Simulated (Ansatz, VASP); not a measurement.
Fe3Co in VASP and in Ansatz

```
Fe Co
1.0
     3.82630    0.00000    0.00000
     0.00000    3.82630    0.00000
     0.00000    0.00000    2.68906
Fe Co
3 1
Direct
  0.50000 0.50000 0.00000
  0.50000 0.00000 0.50000
  0.00000 0.50000 0.50000
  0.00000 0.00000 0.00000
```

Alike in both runs: task single point; functional PBEsol; k mesh 10 × 10 × 14; occupations gaussian, width 0.1 eV; no spin polarisation.

|  | VASP | Ansatz |
| --- | --- | --- |
| version | VASP 6.6.1 | Ansatz 0.2.0 |
| potentials or method | VASP PAW PBE potentials, release 64 (Fe, Co), cutoff 520 eV | scalar-relativistic, plane waves, PAW |
| valence electrons in the cell | 33 | 65 |

|  | VASP | Ansatz | Ansatz less VASP |
| --- | --- | --- | --- |
| gap on the k mesh at the Fermi level (eV) | none | none | - |
| pressure (GPa) | 7.4 | 8.0 | +0.60 |

VASP's potentials were made for PBE, not for PBEsol. A gap of «none» marks a metal or a gap that the smearing closes. VASP's potentials hold 33 valence electrons a cell and Ansatz's 65, so a difference there can come from the potentials and not from the codes.
